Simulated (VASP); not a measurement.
Write the native input for VASP 6.6.1 that does the following.

| Quantity | Value |
| --- | --- |
| Task | single point |
| Functional | RPBE |
| Potentials or basis | VASP PAW PBE potentials, release 64 (Pt, Se) |
| Cutoff | 520 eV |
| k mesh | 7 × 7 × 5 |
| Occupations | fermi-dirac, width 0.1 eV |
| Spin | no spin polarisation |
| Dipole correction | no |
| Further INCAR settings | ALGO = Normal; EDIFF = 1e-06; NBANDS = 18 |

The structure of PtSe2 (Sudovikovite) lies in POSCAR:

```
PtSe2
1.0
    3.7240000000      0.0000000000      0.0000000000
   -1.8620000000      3.2250790000      0.0000000000
    0.0000000000      0.0000000000      5.0620000000
Pt Se
1 2
Direct
    0.0000000000      0.0000000000      0.0000000000
    0.3333333333      0.6666666667      0.2500000000
    0.6666666667      0.3333333333      0.7500000000
```

The input as run:

INCAR

```
PREC = Accurate
ENCUT = 520
EDIFF = 1E-6
ISMEAR = -1
SIGMA = 0.1
LREAL = False
LASPH = True
NELM = 80
ALGO = Normal
ISIF = 2
LWAVE = False
LCHARG = False
GGA = RP
NBANDS = 18
```

KPOINTS

```
Automatic mesh
0
Gamma
  7 7 5
```

Potentials or basis: VASP PAW PBE potentials, release 64 (Pt, Se).

Command:

```console
$ cat potpaw_PBE.64/Pt/POTCAR potpaw_PBE.64/Se/POTCAR > POTCAR
$ mpirun -np 1 vasp_std > vasp.out
```

Results of the run:

```yaml
Pressure: 9.8 GPa
Largest_force: 0.658 eV/Å
Band_gap_on_the_k_mesh: zero (band 11 reaches 7.03 eV, above the bottom of band 12 at 6.74 eV)
```

Caveat: the PAW data sets were made with another functional, which shifts forces and pressure a little; spin-orbit coupling is left out, which moves the levels of the heavy elements.

It took 17 s on 1 thread of Intel(R) Xeon(R) Platinum 8559C (Emerald Rapids), on a shared host, peak memory 0.2 GiB.
